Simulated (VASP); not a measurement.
A run of VASP 6.6.1 is set up as follows.

INCAR

```
ALGO = Normal ; EDIFF = 1E-6
ENCUT = 520 ; GGA = PE
ISIF = 2 ; ISMEAR = 0
LASPH = T ; LCHARG = F
LREAL = Auto ; LWAVE = F
NBANDS = 56 ; NELM = 60
PREC = Accurate ; SIGMA = 0.1
```

Contents of KPOINTS:

```
k-points
0
Gamma
  2 2 4
```

Contents of POSCAR:

```
Li8P3
1.0
   12.2810338000      0.0000000000      0.0000000000
    0.0000000000     12.2810338000      0.0000000000
    0.0000000000      0.0000000000      4.8673228500
Li P
16 6
Direct
    0.5000000000      0.5000000000      0.5000000000
    0.6815899900      0.5684100100      0.0000000000
    0.3184100100      0.4315899900      0.0000000000
    0.5684100100      0.3184100100      0.0000000000
    0.4315899900      0.6815899900      0.0000000000
    0.0000000000      0.0000000000      0.5000000000
    0.9315899900      0.8184100100      0.0000000000
    0.0684100100      0.1815899900      0.0000000000
    0.8184100100      0.0684100100      0.0000000000
    0.1815899900      0.9315899900      0.0000000000
    0.8631799800      0.6368200200      0.5000000000
    0.0000000000      0.5000000000      0.0000000000
    0.1368200200      0.3631799800      0.5000000000
    0.6368200200      0.1368200200      0.5000000000
    0.5000000000      0.0000000000      0.0000000000
    0.3631799800      0.8631799800      0.5000000000
    0.5000000000      0.5000000000      0.0000000000
    0.0000000000      0.0000000000      0.0000000000
    0.8631799800      0.6368200200      0.0000000000
    0.1368200200      0.3631799800      0.0000000000
    0.6368200200      0.1368200200      0.0000000000
    0.3631799800      0.8631799800      0.0000000000
```

Potentials or basis: VASP PAW PBE potentials, release 64 (Li_sv, P).

Command:

```sh
$ cat potpaw_PBE.64/Li_sv/POTCAR potpaw_PBE.64/P/POTCAR > POTCAR
$ mpirun -np 1 vasp_std > vasp.out
```

**Question.** Estimate the band gap on the k mesh.

**Answer.** Zero (bands 39 and 40 overlap by 0.21 eV).

**Question.** What does it give for the largest force?

**Answer.** 0.099 eV/Å.

Forces on the atoms (eV/Å):
```
Li   0.000  0.000  0.000
Li   0.013 -0.027  0.000
Li  -0.013  0.027  0.000
Li  -0.027 -0.013  0.000
Li   0.027  0.013  0.000
Li   0.000  0.000  0.000
Li   0.027 -0.013  0.000
Li  -0.027  0.013  0.000
Li  -0.013 -0.027  0.000
Li   0.013  0.027  0.000
Li   0.002 -0.002  0.000
Li   0.000  0.000  0.000
Li  -0.002  0.002  0.000
Li  -0.002 -0.002  0.000
Li   0.000  0.000  0.000
Li   0.002  0.002  0.000
P    0.000  0.000  0.000
P    0.000  0.000  0.000
P   -0.070  0.070  0.000
P    0.070 -0.070  0.000
P    0.070  0.070  0.000
P   -0.070 -0.070  0.000
```
